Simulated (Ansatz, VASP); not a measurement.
**TaN: VASP beside Ansatz**

Contents of INCAR:

```
ALGO     = Normal         # electronic algorithm
EDIFF    = 1E-6           # SCF threshold, eV
ENCUT    = 520            # plane-wave cutoff, eV
GGA      = PS             # functional
ISIF     = 2              # what is computed and relaxed
ISMEAR   = 0              # smearing method
LASPH    = T              # aspherical terms in the spheres
LCHARG   = F              # write CHGCAR
LREAL    = F              # projectors in reciprocal space
LWAVE    = F              # write WAVECAR
NBANDS   = 15             # bands
NELM     = 60             # most SCF steps
PREC     = Accurate       # precision mode
SIGMA    = 0.15           # smearing width, eV
```

The input KPOINTS:

```
k-points
0
Gamma
  18 18 18
```

The input POSCAR:

```
TaN
1.0
    0.0000000000      2.1790000000      2.1790000000
    2.2225800000      0.0000000000      2.1790000000
    2.2225800000      2.1790000000      0.0000000000
Ta N
1 1
Direct
    0.5000000000      0.5000000000      0.5000000000
    0.0000000000      0.0000000000      0.0000000000
```

Input for Ansatz:

```yaml
crystal:
  lattice:
    - [0.0, 2.179, 2.179]
    - [2.22258, 0.0, 2.179]
    - [2.22258, 2.179, 0.0]
  atoms:
    - { symbol: Ta, position: [0.5, 0.5, 0.5] }
    - { symbol: "N", position: [0.0, 0.0, 0.0] }
basis:
  ecutwfc: 420
kpoints:
  mp_grid: { grid: [18, 18, 18] }
hamiltonian:
  xc: pbesol
scf:
  occupations: { method: gaussian, width: 0.15 }
output:
  forces: true
  stress: true
  eigenvalues: true
```

Change from the starting cell: strain +0.0200 x Voigt [1, 0, 0, 0, 0, 0], atoms carried along.

Alike in both runs: task single point; functional PBEsol; k mesh 18 × 18 × 18; occupations gaussian, width 0.15 eV; no spin polarisation.

|  | VASP | Ansatz |
| --- | --- | --- |
| version | VASP 6.6.1 | Ansatz 0.2.0 |
| potentials or method | VASP PAW PBE potentials, release 64 (Ta_pv, N), cutoff 520 eV | scalar-relativistic, plane waves, PAW |
| valence electrons in the cell | 16 | 18 |

Ansatz gave:

| Property | Result |
| --- | --- |
| gap on the k mesh at the Fermi level (eV) | none |
| pressure (GPa) | -2.4 |
| traceless stress, the component that is largest in VASP (GPa) | -7.80 |

Estimate VASP's values.

gap on the k mesh at the Fermi level (eV): none; pressure (GPa): -1.4; traceless stress, the component that is largest in VASP (GPa): -7.84.

VASP's potentials were made for PBE, not for PBEsol. A gap of «none» marks a metal or a gap that the smearing closes. VASP's potentials hold 16 valence electrons a cell and Ansatz's 18, so a difference there can come from the potentials and not from the codes.

Neither program's run includes spin-orbit coupling.
